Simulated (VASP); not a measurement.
## TeRu: single point with PBEsol

Crystal: TeRu.

```
CELL_PARAMETERS angstrom
0.00000 2.90709 2.90709
2.90709 0.00000 2.90709
2.90709 2.90709 0.00000
ATOMIC_POSITIONS crystal
Ru 0.00000 0.00000 0.00000
Te 0.25000 0.25000 0.25000
```

```yaml
Program: VASP 6.6.1
Task: single point
Functional: PBEsol
Potentials_or_basis: VASP PAW PBE potentials, release 64 (Ru_pv, Te)
Cutoff: 520 eV
k_mesh: 8 × 8 × 8
Occupations: gaussian, width 0.05 eV
Spin: no spin polarisation
Dipole_correction: no
Further_INCAR_settings: ALGO = Normal; EDIFF = 1e-07; NBANDS = 17
```

```
Pressure               : -0.1 GPa
Band gap on the k mesh : zero (bands 10 and 11 overlap by 3.37 eV)
```

Levels at points of the mesh, in eV from the Fermi level:
```csv
k point,band 7,band 8,band 9,band 10,band 11,band 12,band 13,band 14
"(0.00, 0.00, 0.00)",-4.34,-1.51,-1.51,2.98,3.86,3.86,3.86,6.51
"(0.50, 0.00, 0.00)",-4.02,-1.37,-1.37,-1.15,1.80,1.80,4.17,7.62
"(0.50, 0.50, 0.00)",-3.31,-1.92,-1.16,-0.87,-0.37,-0.37,4.96,5.57
```

Run time: 11 s on 1 thread of AMD EPYC 9R45 96-Core Processor (Zen 5) (shared host), peak memory 0.15 GiB.

Caveat: the PAW data sets were made with another functional, which shifts forces and pressure a little; spin-orbit coupling is left out, which moves the levels of the heavy elements.
